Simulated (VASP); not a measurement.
Here is a VASP 6.6.1 calculation.

The input INCAR:

```
SYSTEM = PbS
PREC     = Accurate       ! precision mode
ENCUT    = 520            ! plane-wave cutoff, eV
EDIFF    = 1E-6           ! SCF threshold, eV
ISMEAR   = -1             ! smearing method
SIGMA    = 0.1            ! smearing width, eV
LREAL    = .False.        ! projectors in reciprocal space
LASPH    = .True.         ! aspherical terms in the spheres
NELM     = 100            ! most SCF steps
ALGO     = Normal         ! electronic algorithm
ISIF     = 2              ! what is computed and relaxed
LWAVE    = .False.        ! write WAVECAR
LCHARG   = .True.         ! write CHGCAR
GGA      = CA             ! functional
LELF     = .True.         ! ELF
LVHAR    = .True.       
NBANDS   = 17             ! bands
```

KPOINTS

```
Automatic mesh
0
Gamma
  12 12 12
  0 0 0
```

File POSCAR:

```
PbS
1.0
    0.0000000000      3.0048098850      3.0048098850
    3.0048098850      0.0000000000      3.0048098850
    3.0048098850      3.0048098850      0.0000000000
Pb S
1 1
Direct
    0.0000000000      0.0000000000      0.0000000000
    0.2500000000      0.2500000000      0.2500000000
```

Potentials or basis: VASP PAW LDA potentials, release 64 (Pb_d, S).

The run is started by

```bash
$ cat potpaw_LDA.64/Pb_d/POTCAR potpaw_LDA.64/S/POTCAR > POTCAR
$ mpirun -np 1 vasp_std > vasp.out
```

Task: What does it give for the pressure?

Result: 14.4 GPa.

Task: Predict the band gap on the k mesh.

Result: Zero (bands 10 and 11 overlap by 0.34 eV).

Caveat: the cell stands under pressure; semilocal functionals underestimate gaps, so a narrow gap can read as zero; spin-orbit coupling is left out, which moves the levels of the heavy elements.
